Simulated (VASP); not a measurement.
As: single point with LDA

The system is As.

```
As
1.0
     0.00000    2.02466    2.02466
     2.02466    0.00000    2.02466
     2.02466    2.02466    0.00000
As
1
Direct
  0.00000 0.00000 0.00000
```

This isn't the form of As at room conditions, which is rhombohedral.

| Item | Value |
| --- | --- |
| Program | VASP 6.6.1 |
| Task | single point |
| Functional | LDA |
| Potentials or basis | VASP PAW LDA potentials, release 64 (As) |
| Cutoff | 500 eV |
| k mesh | 16 × 16 × 16 |
| Occupations | fermi-dirac, width 0.1 eV |
| Spin | no spin polarisation |
| Dipole correction | no |
| Further INCAR settings | ALGO = Normal; EDIFF = 1e-06; NBANDS = 8 |

| Item | Value |
| --- | --- |
| Pressure | 10.4 GPa |
| Band gap on the k mesh | zero (an odd number of electrons rules out a gap without spin polarisation) |

Levels at points of the mesh, in eV from the Fermi level:
```tsv
k point	band 1	band 2	band 3	band 4	band 5	band 6
(0.00, 0.00, 0.00)	-16.46	6.84	6.84	6.84	12.99	12.99
(0.50, 0.00, 0.00)	-11.16	-7.78	4.77	4.77	10.87	11.79
(0.50, 0.50, 0.00)	-8.84	-6.52	0.59	0.59	5.20	5.59
```

Run time: 4.7 s on 1 thread of Intel(R) Xeon(R) 6975P-C (Granite Rapids), on a shared host, peak memory 0.13 GiB.

Caveat: the cell stands under pressure.
